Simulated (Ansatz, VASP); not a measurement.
## ZnS in VASP and in Ansatz

File INCAR:

```
  ALGO = Normal
  EDIFF = 1E-6
  ENCUT = 520
  GGA = PE
  ISIF = 2
  ISMEAR = 0
  LASPH = True
  LCHARG = False
  LREAL = False
  LWAVE = False
  NBANDS = 26
  NELM = 80
  PREC = Accurate
  SIGMA = 0.05
```

File KPOINTS:

```
k-points
0
Gamma
  12 12 4
```

File POSCAR:

```
ZnS
1.0
    3.5378535486      0.0000000000      0.0000000000
   -1.7689267743      3.0638710479      0.0000000000
    0.0000000000      0.0000000000      6.3053333116
Zn S
2 2
Direct
    0.3333333333      0.6666666667      0.0052197901
    0.6666666667      0.3333333333      0.5052197901
    0.3333333333      0.6666666667      0.3797802099
    0.6666666667      0.3333333333      0.8797802099
```

Input for Ansatz:

```yaml
crystal:
  lattice:
    - [3.5378535486, 0.0, 0.0]
    - [-1.7689267743, 3.0638710479, 0.0]
    - [0.0, 0.0, 6.3053333116]
  atoms:
    - { symbol: Zn, position: [0.3333333333, 0.6666666667, 0.0052197901] }
    - { symbol: Zn, position: [0.6666666667, 0.3333333333, 0.5052197901] }
    - { symbol: S, position: [0.3333333333, 0.6666666667, 0.3797802099] }
    - { symbol: S, position: [0.6666666667, 0.3333333333, 0.8797802099] }
basis:
  ecutwfc: 420
kpoints:
  mp_grid: { grid: [12, 12, 4] }
hamiltonian:
  xc: pbe
scf:
  occupations: { method: gaussian, width: 0.05 }
output:
  forces: true
  stress: true
  eigenvalues: true
```

Change from the starting cell: strain -0.080 along x and y, +0.000 along z, atoms carried along.

Alike in both runs: task single point; functional PBE; k mesh 12 × 12 × 4; occupations gaussian, width 0.05 eV; no spin polarisation.

|  | VASP | Ansatz |
| --- | --- | --- |
| version | VASP 6.6.1 | Ansatz 0.2.0 |
| potentials or method | VASP PAW PBE potentials, release 64 (Zn, S), cutoff 520 eV | scalar-relativistic, plane waves, PAW |
| valence electrons in the cell | 36 | 36 |

VASP gave:

- gap on the k mesh at the Fermi level (eV): 2.39
- least direct gap on the mesh (eV): 2.39
- pressure (GPa): 18.0
- traceless stress, the component that is largest in VASP (GPa): -11.53
- rms of the force components (eV/Å): 0.559

**Question.** What did Ansatz give for the same quantities?

**Answer.** gap on the k mesh at the Fermi level (eV): 2.38; least direct gap on the mesh (eV): 2.38; pressure (GPa): 17.7; traceless stress, the component that is largest in VASP (GPa): -11.49; rms of the force components (eV/Å): 0.554.

Atom by atom the forces differ by 0.005 eV/Å (rms over components). The functional is the same, so the differences come from potentials, cutoffs and numerics.
